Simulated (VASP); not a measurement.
Runs of VASP 6.6.1 on TiB2. The structure is that of space group P6/mmm (No. 191), or close to it. The cells are those of the table. 

| task | cell | cutoff (eV) | gap on the mesh (eV) | pressure (GPa) |
| --- | --- | --- | --- | --- |
| single point | a = 2.973, b = 2.973, c = 3.122 Å, angles 90.0, 90.0, 120.0°, 3 atoms | 520 | none | 15.0 |
| relaxation of cell and atoms | relaxed to 15 GPa from a = 3.000, b = 3.000, c = 3.300 Å, angles 90.0, 90.0, 120.0°, 3 atoms | 600 | none | 14.8 |
| relaxation of cell and atoms | relaxed to 30 GPa from a = 3.000, b = 3.000, c = 3.300 Å, angles 90.0, 90.0, 120.0°, 3 atoms | 600 | none | 30.1 |
| single point | a = 2.903, b = 2.903, c = 3.020 Å, angles 90.0, 90.0, 120.0°, 3 atoms | 520 | none | 44.8 |
| single point | a = 3.018, b = 3.018, c = 3.190 Å, angles 90.0, 90.0, 120.0°, 3 atoms | 520 | none | (a) |

Alike in all rows: level PBEsol; potentials or basis VASP PAW PBE potentials, release 64 (Ti_sv, B); no spin polarisation; k mesh 10 × 10 × 8; smearing fermi-dirac 0.05 eV.

Task: Estimate the missing entries.

Result: (a) 0.0.

Caveats: the PAW data sets were made with another functional, which shifts forces and pressure a little; the cell is relaxed towards a set pressure, so the enthalpy falls and the energy may rise (some runs).

A gap of «none» marks levels without a gap at the run's occupations.
